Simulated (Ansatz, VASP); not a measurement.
One calculation of P, two programs

```
P
1.0
     0.00000    2.73910    2.73910
     2.73910    0.00000    2.73910
     2.73910    2.73910    0.00000
P
2
Direct
  0.12500 0.12500 0.12500
  0.87500 0.87500 0.87500
```

Alike in both runs: task relaxation of cell and atoms; functional PBE; k mesh 10 × 10 × 10; occupations fermi-dirac, width 0.1 eV; no spin polarisation.

```csv
,VASP,Ansatz
version,VASP 6.6.1,Ansatz 0.2.0
potentials or method,"VASP PAW PBE potentials, release 64 (P), cutoff 600 eV","plane waves (420 eV) with PAW, scalar-relativistic"
valence electrons in the cell,10,10
```

|  | VASP | Ansatz | Ansatz less VASP |
| --- | --- | --- | --- |
| relaxed volume (Å³/atom) | 20.52 | 20.55 | +0.031 |
| relaxed cell length with the largest relative difference (Å) | 3.872 | 3.874 | +0.0020 |
